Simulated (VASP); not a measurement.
# TiSb (P6_3/mmc) in VASP: notebook, part 3 of 3

VASP 6.6.1.

## (4) Electric field gradients, LDA (21.99 Å³/atom)

This run uses another cell than the first one, of 21.99 Å³/atom.

INCAR

```
  PREC = Accurate
  ENCUT = 520
  EDIFF = 1E-8
  ISMEAR = -1
  SIGMA = 0.03
  LREAL = F
  LASPH = T
  NELM = 60
  ALGO = Normal
  ISIF = 2
  LWAVE = F
  LCHARG = F
  GGA = CA
  LEFG = T
  NBANDS = 25
```

KPOINTS

```
Automatic mesh
0
Gamma
  12 12 7
```

POSCAR

```
TiSb
1.0
    4.0478423307      0.0000000000      0.0000000000
   -2.0239211654      3.5055342889      0.0000000000
    0.0000000000      0.0000000000      6.1986760761
Ti Sb
2 2
Direct
    0.0000000000      0.0000000000      0.0000000000
    0.0000000000      0.0000000000      0.5000000000
    0.3333333333      0.6666666667      0.2500000000
    0.6666666667      0.3333333333      0.7500000000
```

Potentials or basis: VASP PAW LDA potentials, release 64 (Ti_sv, Sb).

Run with:

```bash
$ cat potpaw_LDA.64/Ti_sv/POTCAR potpaw_LDA.64/Sb/POTCAR > POTCAR
$ mpirun -np 1 vasp_std > vasp.out
```

OUTCAR:

```text
PREC = Accurate
   ENCUT = 520
   EDIFF = 1E-8
   ISMEAR = -1
   LREAL = F
   LASPH = T
   NELM = 60
   ISIF = 2
   GGA = CA

 ion  position               nearest neighbor table
   1  0.000  0.000  0.000-   3 2.80   4 2.80   4 2.80   3 2.80   4 2.80   3 2.80
   2  0.000  0.000  0.500-   3 2.80   4 2.80   4 2.80   3 2.80   4 2.80   3 2.80
   3  0.333  0.667  0.250-   1 2.80   2 2.80   1 2.80   2 2.80   1 2.80   2 2.80
   4  0.667  0.333  0.750-   1 2.80   2 2.80   1 2.80   2 2.80   1 2.80   2 2.80

  LATTYP: Found a hexagonal cell.
 ALAT       =     4.0478423307
 C/A-ratio  =     1.5313531432

  Lattice vectors:

 A1 = (   4.0478423307,   0.0000000000,   0.0000000000)
 A2 = (  -2.0239211654,   3.5055342889,   0.0000000000)
 A3 = (   0.0000000000,   0.0000000000,   6.1986760761)

Analysis of symmetry for initial positions (statically):
=====================================================================
 Subroutine PRICEL returns:
 Original cell was already a primitive cell.

 Routine SETGRP: Setting up the symmetry group for a
 hexagonal supercell.

 Subroutine GETGRP returns: Found 24 space group operations
 (whereof 12 operations were pure point group operations)
 out of a pool of 24 trial point group operations.

The static configuration has the point symmetry D_3d.
 The point group associated with its full space group is D_6h.

Analysis of symmetry for dynamics (positions and initial velocities):
=====================================================================
 Subroutine PRICEL returns:
 Original cell was already a primitive cell.

 Routine SETGRP: Setting up the symmetry group for a
 hexagonal supercell.

 Subroutine GETGRP returns: Found 24 space group operations
 (whereof 12 operations were pure point group operations)
 out of a pool of 24 trial point group operations.

The dynamic configuration has the point symmetry D_3d.
 The point group associated with its full space group is D_6h.

 Subroutine INISYM returns: Found 24 space group operations
 (whereof 12 operations are pure point group operations),
 and found     1 'primitive' translations

----------------------------------------------------------------------------------------

                                     Primitive cell

  volume of cell :      87.9583

  direct lattice vectors                    reciprocal lattice vectors
     4.047842331  0.000000000  0.000000000     0.247045196  0.142631610  0.000000000
    -2.023921165  3.505534289  0.000000000     0.000000000  0.285263220  0.000000000
     0.000000000  0.000000000  6.198676076     0.000000000  0.000000000  0.161324771

  length of vectors
     4.047842331  4.047842331  6.198676076     0.285263220  0.285263220  0.161324771

  position of ions in fractional coordinates (direct lattice)
     0.000000000  0.000000000  0.000000000
     0.000000000  0.000000000  0.500000000
     0.333333333  0.666666667  0.250000000
     0.666666667  0.333333333  0.750000000

  ion indices of the primitive-cell ions
   primitive index   ion index
                 1           1
                 2           2
[... 82 lines left out ...]
   POTIM  = 0.5000    time-step for ionic-motion
   TEBEG  =    0.0;   TEEND  =   0.0 temperature during run
   PSTRESS=    0.0 pullay stress
   NELECT =      34.0000    total number of electrons
   NUPDOWN=      -1.0000    fix difference up-down
   EMIN   =  10.00;   EMAX   =-10.00  energy-range for DOS
   EFERMI =   0.00;   METHOD = LEGACY
   ISMEAR =    -1;   SIGMA  =   0.03  broadening in eV -4-tet -1-fermi 0-gaus
   EFERMI_NEDOS =   21; number of points for ismear=-14 and -15
   IALGO  =     38    algorithm
   IMIX   =      4    mixing-type and parameters
     AMIX     =   0.40;   BMIX     =  1.00
     AMIX_MAG =   1.60;   BMIX_MAG =  1.00
  volume/ion in A,a.u.               =      21.99       148.39
  Fermi-wavevector in a.u.,A,eV,Ry     =   1.192547  2.253587 19.349779  1.422169
  Thomas-Fermi vector in A             =   2.328583
   LORBIT       =      0    0 simple, 1 ext, 2 COOP (PROOUT), +10 PAW based schemes
   GGA     = CA    functional components
   LHFCALC =     F    Hartree Fock is set to
   AEXX    =    0.0000 exact exchange contribution
   IVDW    =     0    specifies the selected vdW correction
   LEPSILON=     F    determine dielectric tensor
   LRPA    =     F    only Hartree local field effects (RPA)
 non-spin polarized calculation
  energy-cutoff  :      520.00
  volume of cell :       87.96
 maximum number of plane-waves:      2392
   NGX = 15   NGY = 15   NGZ = 23

 number of electron      33.9999992 magnetization

 Free energy of the ion-electron system (eV)
  ---------------------------------------------------
  ext. energy  EPLUGINS =         0.00000000
  ---------------------------------------------------
  free energy    TOTEN  =       -28.77458191 eV

  energy without entropy =      -28.76333474  energy(sigma->0) =      -28.76895832

 E-fermi :   8.3011     XC(G=0): -10.8489

 val. band max:        8.2963580043   @ k =   0.3333   0.0000   0.4286
 cond. band min:       8.3013405478   @ k =   0.0833   0.0833   0.1429
 fundamental gap:      0.0049825435
 Fermi energy:         8.3011018723

 k-point     1 :       0.0000    0.0000    0.0000
  band No.  band energies     occupation
      1     -48.3609      2.00000
      2     -48.3406      2.00000
      3     -25.0938      2.00000
      4     -25.0938      2.00000
      5     -25.0712      2.00000
      6     -25.0712      2.00000
[... 661 lines left out ...]
     24      10.8222      0.00000
     25      11.9497      0.00000

 [... further k-points ...]
[... 5 lines left out ...]
  --------------------------------------------------------------------------------------
  -------------------------------------------------------------------------------------
  Total       -2.8226708     -2.8226708     -2.8834448      0.0000000      0.0000000      0.0000000
  in kB      -51.4154995    -51.4154995    -52.5225099      0.0000000      0.0000000      0.0000000
  external PRESSURE =     -51.7845029 kB  Pullay stress =       0.0000000 kB

 VOLUME and BASIS-vectors are now :
 -----------------------------------------------------------------------------
  energy-cutoff  :      520.00
  volume of cell :       87.96
      direct lattice vectors                 reciprocal lattice vectors
     4.047842331  0.000000000  0.000000000     0.247045196  0.142631610  0.000000000
    -2.023921165  3.505534289  0.000000000     0.000000000  0.285263220  0.000000000
     0.000000000  0.000000000  6.198676076     0.000000000  0.000000000  0.161324771

 POSITION                                       TOTAL-FORCE (eV/Angst)
 -----------------------------------------------------------------------------------
      0.00000      0.00000      0.00000         0.000000      0.000000     -0.000000
      0.00000      0.00000      3.09934         0.000000      0.000000     -0.000000
     -0.00000      2.33702      1.54967         0.000000      0.000000     -0.000000
      2.02392      1.16851      4.64901        -0.000000     -0.000000      0.000000
 -----------------------------------------------------------------------------------
    total drift:                               -0.000000      0.000000      0.000000

  FREE ENERGIE OF THE ION-ELECTRON SYSTEM (eV)
  ---------------------------------------------------
  free  energy   TOTEN  =       -28.7745819117 eV

  energy  without entropy=      -28.7633347379  energy(sigma->0) =      -28.76895832

 Electric field gradients (V/A^2)
---------------------------------------------------------------------
 ion       V_xx      V_yy      V_zz      V_xy      V_xz      V_yz
---------------------------------------------------------------------
   1      27.519    27.521   -55.040     0.002    -0.000     0.000
   2      27.519    27.521   -55.040     0.002     0.000    -0.000
   3     -16.582   -16.583    33.165    -0.000     0.000     0.000
   4     -16.582   -16.583    33.165    -0.000     0.000     0.000
---------------------------------------------------------------------

 Electric field gradients after diagonalization (V/A^2)
 (convention: |V_zz| > |V_xx| > |V_yy|)
----------------------------------------------------------------------
 ion       V_xx      V_yy      V_zz     asymmetry (V_yy - V_xx)/ V_zz
----------------------------------------------------------------------
   1      27.522    27.518   -55.040       0.000
   2      27.522    27.518   -55.040       0.000
   3     -16.583   -16.582    33.165       0.000
   4     -16.583   -16.582    33.165       0.000
----------------------------------------------------------------------

           NMR quadrupolar parameters

 Cq : quadrupolar parameter    Cq=e*Q*V_zz/h
 eta: asymmetry parameters     (V_yy - V_xx)/ V_zz
 Q  : nuclear electric quadrupole moment in mb (millibarn)
----------------------------------------------------------------------
 ion       Cq(MHz)       eta       Q (mb)
----------------------------------------------------------------------
   1      -0.133       0.000       1.000
   2      -0.133       0.000       1.000
   3       0.080       0.000       1.000
   4       0.080       0.000       1.000
----------------------------------------------------------------------
```

OSZICAR:

```text
N       E                     dE             d eps       ncg     rms          rms(c)
DAV:   1     0.339877253325E+03    0.33988E+03   -0.15571E+04  3800   0.137E+03
DAV:   2     0.211491718036E+01   -0.33776E+03   -0.32853E+03  4130   0.398E+02
DAV:   3    -0.296226199919E+02   -0.31738E+02   -0.31081E+02  6327   0.114E+02
DAV:   4    -0.321912113769E+02   -0.25686E+01   -0.25513E+01  5589   0.273E+01
DAV:   5    -0.323383582283E+02   -0.14715E+00   -0.14711E+00  5532   0.505E+00    0.136E+01
DAV:   6    -0.292586584522E+02    0.30797E+01   -0.24802E+01  4996   0.381E+01    0.569E+00
DAV:   7    -0.288330083580E+02    0.42565E+00   -0.43599E+00  4906   0.170E+01    0.373E+00
DAV:   8    -0.287938135258E+02    0.39195E-01   -0.54523E-01  5239   0.543E+00    0.136E+00
DAV:   9    -0.287739108121E+02    0.19903E-01   -0.99327E-02  4972   0.280E+00    0.410E-01
DAV:  10    -0.287745871795E+02   -0.67637E-03   -0.43882E-03  5668   0.499E-01    0.159E-01
DAV:  11    -0.287746238083E+02   -0.36629E-04   -0.29486E-04  5449   0.855E-02    0.958E-02
DAV:  12    -0.287745820623E+02    0.41746E-04   -0.21697E-04  5172   0.110E-01    0.693E-03
DAV:  13    -0.287745819054E+02    0.15693E-06   -0.73404E-06  4713   0.243E-02    0.401E-03
DAV:  14    -0.287745818938E+02    0.11550E-07   -0.23848E-07  4924   0.354E-03    0.299E-03
DAV:  15    -0.287745819101E+02   -0.16287E-07   -0.45692E-08  4763   0.168E-03    0.567E-04
DAV:  16    -0.287745819117E+02   -0.15689E-08   -0.68330E-09  2640   0.604E-04
   1 F= -.28774582E+02 E0= -.28768958E+02  d E =-.112472E-01
```

stdout:

```text
POSCAR found type information on POSCAR TiSb
 POSCAR found :  2 types and       4 ions
 scaLAPACK will be used
 LDA part: xc-table for (Slater(with rela. corr.)+CA(PZ))
 , standard interpolation
 POSCAR, INCAR and KPOINTS ok, starting setup
 FFT: planning ... GRIDC
 FFT: planning ... GRID_SOFT
 FFT: planning ... GRID
 WAVECAR not read
 entering main loop
ion   1

ion   2

ion   3

ion   4
```

It took 2.6 min on 1 thread of AMD EPYC 7R43 (Zen 3), shared host; peak memory 0.23 GiB.

Results:

| Item | Value |
| --- | --- |
| Free energy | -28.7746 eV |
| Pressure | -5.2 GPa |
| Band gap on the k mesh | zero (bands 17 and 18 overlap by 0.50 eV) |
| Largest electric field gradient by atom | Ti -55.0; Sb +33.2 V/Å² |

Electric field gradients, principal values (V/Å²):
```csv
atom,least,middle,greatest (by size)
1 Ti,27.518,27.522,-55.040
2 Ti,27.518,27.522,-55.040
3 Sb,-16.582,-16.583,33.165
4 Sb,-16.582,-16.583,33.165
```

Caveat: the cell stands under tension; without QUAD_EFG the Cq values of the log hold for a quadrupole moment of 1 mb, not for the nuclei; spin-orbit coupling is left out, which moves the levels of the heavy elements.
